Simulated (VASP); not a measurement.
Ti, 1 atom in the cell. Symmetry: Im-3m, No. 229, cubic system. The conventional cell has a = 3.282 Å, b = 3.282 Å, c = 3.282 Å, α = 90.00°, β = 90.00°, γ = 90.00°. Ti (site symmetry m-3m) has 14 Ti at 2.84 to 3.28 Å within 3.7 Å. 

```yaml
Program: VASP 6.6.1
Task: single point
Functional: PBE
Potentials_or_basis: VASP PAW PBE potentials, release 64 (Ti_sv)
Cutoff: 520 eV
k_mesh: 11 × 11 × 11
Occupations: gaussian, width 0.018 eV
Spin: no spin polarisation
Dipole_correction: no
Further_INCAR_settings: ALGO = Fast; EDIFF = 1e-06; NBANDS = 12
```

Potentials or basis: VASP PAW PBE potentials, release 64 (Ti_sv).

Launch:

```bash
$ cat potpaw_PBE.64/Ti_sv/POTCAR > POTCAR
$ mpirun -np 1 vasp_std > vasp.out
```

Hardware: 1 thread of Intel(R) Xeon(R) 6975P-C (Granite Rapids) (shared host).

How long does it take, and how much memory?

Run time: 9.6 s on 1 thread of Intel(R) Xeon(R) 6975P-C (Granite Rapids), with other jobs on the host, peak memory 0.13 GiB. Counts: scf iterations 20, k points 56.
